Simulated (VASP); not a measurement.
# CdSe (zincblende type) (F-43m) in VASP: further runs, part 3 of 3

VASP 6.6.1. Earlier steps stand in the parts before.

### 6 Relaxation of cell and atoms, LDA

This run uses another cell than the first one, of 29.94 Å³/atom, 1.534 times its volume.

The input, INCAR:

```
PREC = Accurate ; ENCUT = 600
EDIFF = 1E-6 ; ISMEAR = -1
SIGMA = 0.05 ; LREAL = False
LASPH = True ; NELM = 60
ALGO = Normal ; ISIF = 3
LWAVE = False ; LCHARG = False
IBRION = 2 ; NSW = 60
EDIFFG = -0.005
```

The input, KPOINTS:

```
regular mesh
0
Gamma
  11 11 11
```

The input, POSCAR:

```
CdSe
1.0
    0.0000000000      3.1053142479      3.1053142479
    3.1053142479      0.0000000000      3.1053142479
    3.1053142479      3.1053142479      0.0000000000
Cd Se
1 1
Direct
    0.0000000000      0.0000000000      0.0000000000
    0.2500000000      0.2500000000      0.2500000000
```

Potentials or basis: VASP PAW LDA potentials, release 64 (Cd, Se).

The run is started by

```sh
cat potpaw_LDA.64/Cd/POTCAR potpaw_LDA.64/Se/POTCAR > POTCAR
mpirun -np 1 vasp_std > vasp.out
```

OUTCAR:

```text
PREC = Accurate
   ENCUT = 600
   EDIFF = 1E-6
   ISMEAR = -1
   LREAL = False
   LASPH = True
   NELM = 60
   ISIF = 3
   IBRION = 2
   NSW = 60
   EDIFFG = -0.005

 ion  position               nearest neighbor table
   1  0.000  0.000  0.000-   2 2.69   2 2.69   2 2.69   2 2.69
   2  0.250  0.250  0.250-   1 2.69   1 2.69   1 2.69   1 2.69

  LATTYP: Found a face centered cubic cell.
 ALAT       =     6.2106284958

  Lattice vectors:

 A1 = (   0.0000000000,   3.1053142479,   3.1053142479)
 A2 = (   3.1053142479,   0.0000000000,   3.1053142479)
 A3 = (   3.1053142479,   3.1053142479,   0.0000000000)

Analysis of symmetry for initial positions (statically):
=====================================================================
 Subroutine PRICEL returns:
 Original cell was already a primitive cell.

 Routine SETGRP: Setting up the symmetry group for a
 face centered cubic supercell.

 Subroutine GETGRP returns: Found 24 space group operations
 (whereof 24 operations were pure point group operations)
 out of a pool of 48 trial point group operations.

The static configuration has the point symmetry T_d .

Analysis of symmetry for dynamics (positions and initial velocities):
=====================================================================
 Subroutine PRICEL returns:
 Original cell was already a primitive cell.

 Routine SETGRP: Setting up the symmetry group for a
 face centered cubic supercell.

 Subroutine GETGRP returns: Found 24 space group operations
 (whereof 24 operations were pure point group operations)
 out of a pool of 48 trial point group operations.

The dynamic configuration has the point symmetry T_d .

 Subroutine INISYM returns: Found 24 space group operations
 (whereof 24 operations are pure point group operations),
 and found     1 'primitive' translations

----------------------------------------------------------------------------------------

                                     Primitive cell

  volume of cell :      59.8889

  direct lattice vectors                    reciprocal lattice vectors
     0.000000000  3.105314248  3.105314248    -0.161014300  0.161014300  0.161014300
     3.105314248  0.000000000  3.105314248     0.161014300 -0.161014300  0.161014300
     3.105314248  3.105314248  0.000000000     0.161014300  0.161014300 -0.161014300

  length of vectors
     4.391577525  4.391577525  4.391577525     0.278884948  0.278884948  0.278884948

  position of ions in fractional coordinates (direct lattice)
     0.000000000  0.000000000  0.000000000
     0.250000000  0.250000000  0.250000000

  ion indices of the primitive-cell ions
   primitive index   ion index
                 1           1
                 2           2

----------------------------------------------------------------------------------------

 KPOINTS: regular mesh

Automatic generation of k-mesh.
 Grid dimensions read from file:
 generate k-points for:   11   11   11

 Generating k-lattice:

  Cartesian coordinates                     Fractional coordinates (reciprocal lattice)
    -0.014637664  0.014637664  0.014637664     0.090909091  0.000000000  0.000000000
     0.014637664 -0.014637664  0.014637664     0.000000000  0.090909091  0.000000000
     0.014637664  0.014637664 -0.014637664     0.000000000  0.000000000  0.090909091
[... 50 lines left out ...]
   ICHARG =      2    charge: 1-file 2-atom 10-const
   ISPIN  =      1    spin polarized calculation?
   LNONCOLLINEAR =      F non collinear calculations
   LSORBIT =      F    spin-orbit coupling
   LASPH  =      T    aspherical Exc in radial PAW
   ENCUT  =  600.0 eV  44.10 Ry    6.64 a.u.   8.77  8.77  8.77*2*pi/ulx,y,z
   NELM   =     60;   NELMIN=  2; NELMDL= -5     # of ELM steps
   EDIFF  = 0.1E-05   stopping-criterion for ELM
   LREAL  =      F    real-space projection
   EDIFFG = -.5E-02   stopping-criterion for IOM
   NSW    =     60    number of steps for IOM
   IBRION =      2    ionic relax: 0-MD 1-quasi-New 2-CG
   NFREE  =      1    steps in history (QN), initial steepest desc. (CG)
   ISIF   =      3    stress and relaxation
   ISYM   =      2    0-nonsym 1-usesym 2-fastsym
   POTIM  = 0.5000    time-step for ionic-motion
   TEBEG  =    0.0;   TEEND  =   0.0 temperature during run
   PSTRESS=    0.0 pullay stress
   NELECT =      18.0000    total number of electrons
   NUPDOWN=      -1.0000    fix difference up-down
   EMIN   =  10.00;   EMAX   =-10.00  energy-range for DOS
   EFERMI =   0.00;   METHOD = LEGACY
   ISMEAR =    -1;   SIGMA  =   0.05  broadening in eV -4-tet -1-fermi 0-gaus
   EFERMI_NEDOS =   21; number of points for ismear=-14 and -15
   IALGO  =     38    algorithm
   IMIX   =      4    mixing-type and parameters
     AMIX     =   0.40;   BMIX     =  1.00
     AMIX_MAG =   1.60;   BMIX_MAG =  1.00
  volume/ion in A,a.u.               =      29.94       202.08
  Fermi-wavevector in a.u.,A,eV,Ry     =   1.096605  2.072282 16.361576  1.202542
  Thomas-Fermi vector in A             =   2.232950
   LORBIT       =      0    0 simple, 1 ext, 2 COOP (PROOUT), +10 PAW based schemes
   GGA     = CA    functional components
   LHFCALC =     F    Hartree Fock is set to
   AEXX    =    0.0000 exact exchange contribution
   IVDW    =     0    specifies the selected vdW correction
   LEPSILON=     F    determine dielectric tensor
   LRPA    =     F    only Hartree local field effects (RPA)
 conjugate gradient relaxation of ions
 non-spin polarized calculation
  energy-cutoff  :      600.00
  volume of cell :       59.89
 maximum number of plane-waves:      2016
   NGX = 17   NGY = 17   NGZ = 17

--------------------------------------- Ionic step        1  -------------------------------------------

 number of electron      17.9999999 magnetization

 Free energy of the ion-electron system (eV)
  ---------------------------------------------------
  ext. energy  EPLUGINS =         0.00000000
  ---------------------------------------------------
  free energy    TOTEN  =        -6.68731810 eV

  energy without entropy =       -6.68715578  energy(sigma->0) =       -6.68723694

------------------------ aborting loop because EDIFF is reached ----------------------------------------

  FORCE on cell =-STRESS in cart. coord.  units (eV):
  Direction    XX          YY          ZZ          XY          YZ          ZX
  --------------------------------------------------------------------------------------
  -------------------------------------------------------------------------------------
  Total       -1.6024977     -1.6024977     -1.6024977      0.0000000     -0.0000000     -0.0000000
  in kB      -42.8707749    -42.8707749    -42.8707749      0.0000000     -0.0000000     -0.0000000
  external PRESSURE =     -42.8707749 kB  Pullay stress =       0.0000000 kB
[... 59 lines left out ...]
--------------------------------------- Ionic step        3  -------------------------------------------

 number of electron      18.0000003 magnetization

 Free energy of the ion-electron system (eV)
  ---------------------------------------------------
  ext. energy  EPLUGINS =         0.00000000
  ---------------------------------------------------
  free energy    TOTEN  =        -6.76439401 eV

  energy without entropy =       -6.76435732  energy(sigma->0) =       -6.76437567

 E-fermi :   1.3244     XC(G=0):  -9.4218

 val. band max:        1.0576065297   @ k =   0.0000   0.0000   0.0000
 cond. band min:       1.4812347340   @ k =   0.0000   0.0000   0.0000
 fundamental gap:      0.4236282043
 Fermi energy:         1.3243900270

 k-point     1 :       0.0000    0.0000    0.0000
  band No.  band energies     occupation
      1     -11.7606      2.00000
      2      -7.0021      2.00000
      3      -7.0021      2.00000
      4      -7.0021      2.00000
      5      -6.5896      2.00000
      6      -6.5896      2.00000
      7       1.0576      1.99041
      8       1.0576      1.99041
      9       1.0576      1.99041
     10       1.4812      0.08322
     11       6.8534      0.00000
     12       6.8534      0.00000
     13       6.8534      0.00000
[... 354 lines left out ...]
  band No.  band energies     occupation
      1     -11.4924      2.00000
      2      -6.9217      2.00000
      3      -6.9037      2.00000
      4      -6.7230      2.00000
      5      -6.6070      2.00000
      6      -6.5518      2.00000
      7      -1.9661      2.00000
      8      -0.3881      2.00000
      9       0.6258      2.00000
     10       4.0779      0.00000
     11       6.5685      0.00000
     12       7.2887      0.00000
     13       7.5746      0.00000

 [... further k-points ...]

------------------------ aborting loop because EDIFF is reached ----------------------------------------

  FORCE on cell =-STRESS in cart. coord.  units (eV):
  Direction    XX          YY          ZZ          XY          YZ          ZX
  --------------------------------------------------------------------------------------
  -------------------------------------------------------------------------------------
  Total       -0.0053583     -0.0053583     -0.0053583     -0.0000000     -0.0000000     -0.0000000
  in kB       -0.1571911     -0.1571911     -0.1571911     -0.0000000     -0.0000000     -0.0000000
  external PRESSURE =      -0.1571911 kB  Pullay stress =       0.0000000 kB
[... 17 lines left out ...]
  FREE ENERGIE OF THE ION-ELECTRON SYSTEM (eV)
  ---------------------------------------------------
  free  energy   TOTEN  =        -6.7643940132 eV

  energy  without entropy=       -6.7643573171  energy(sigma->0) =       -6.76437567

 reached required accuracy - stopping structural energy minimisation
```

CONTCAR:

```text
CdSe
   1.00000000000000
     0.0000000000000000    3.0113494600228310    3.0113494600228310
     3.0113494600228310    0.0000000000000000    3.0113494600228310
     3.0113494600228310    3.0113494600228310   -0.0000000000000000
  Cd              Se
     1     1
Direct
     0.0000000000000000    0.0000000000000000    0.0000000000000000
     0.2500000000000000    0.2500000000000000    0.2500000000000000

  0.00000000E+00  0.00000000E+00  0.00000000E+00
  0.00000000E+00  0.00000000E+00  0.00000000E+00
```

Run time: 51 s. Hardware: 1 thread of Intel Xeon 6975P-C (Granite Rapids), shared host; peak memory 0.22 GiB.

What came out:

```yaml
Free_energy: -6.7644 eV
Relaxed_volume: 27.31 Å³/atom
Relaxed_cell: a = 4.259 Å, b = 4.259 Å, c = 4.259 Å, α = 60.00°, β = 60.00°, γ = 60.00°
Space_group_after_relaxing_to_0.05_Å: F-43m (No. 216)
Energy_gained_by_relaxing: 38.5 meV/atom
Ionic_steps: 3
Pressure_after_relaxing: 0.0 GPa
Band_gap_on_the_k_mesh: 0.42 eV, direct
```

Step by step:
```csv
step,energy change (eV),largest force (eV/Å),pressure (GPa),volume (Å³)
1,0.0000,0.0000,-4.29,59.89
2,-0.0701,0.0000,1.63,53.21
3,-0.0771,0.0000,-0.02,54.62
```

Final structure:
```yaml
crystal:
  lattice:
    - [0.00000, 3.01135, 3.01135]
    - [3.01135, 0.00000, 3.01135]
    - [3.01135, 3.01135, 0.00000]
  atoms:
    - { symbol: Cd, position: [0.00000, 0.00000, 0.00000] }
    - { symbol: Se, position: [0.25000, 0.25000, 0.25000] }
```

### 7 Summary

| task | cell | cutoff (eV) | gap on the mesh (eV) | pressure (GPa) |
| --- | --- | --- | --- | --- |
| single point | a = 3.808 Å, angles 60.0°, 2 atoms | 520 | 1.04 | 42.9 |
| single point | a = 3.944 Å, angles 60.0°, 2 atoms | 520 | 0.87 | 23.0 |
| single point | a = 4.162 Å, angles 60.0°, 2 atoms | 520 | 0.56 | 4.7 |
| single point | a = 4.249 Å, angles 60.0°, 2 atoms | 520 | 0.44 | 0.5 |
| relaxation of cell and atoms | relaxed from a = 4.392 Å, angles 60.0°, 2 atoms | 600 | 0.42 | 0.0 |

Alike in all rows: level LDA; potentials or basis VASP PAW LDA potentials, release 64 (Cd, Se); no spin polarisation; k mesh 11 × 11 × 11; smearing fermi-dirac 0.05 eV.

Absolute energies hang on the potentials; compare differences alone.
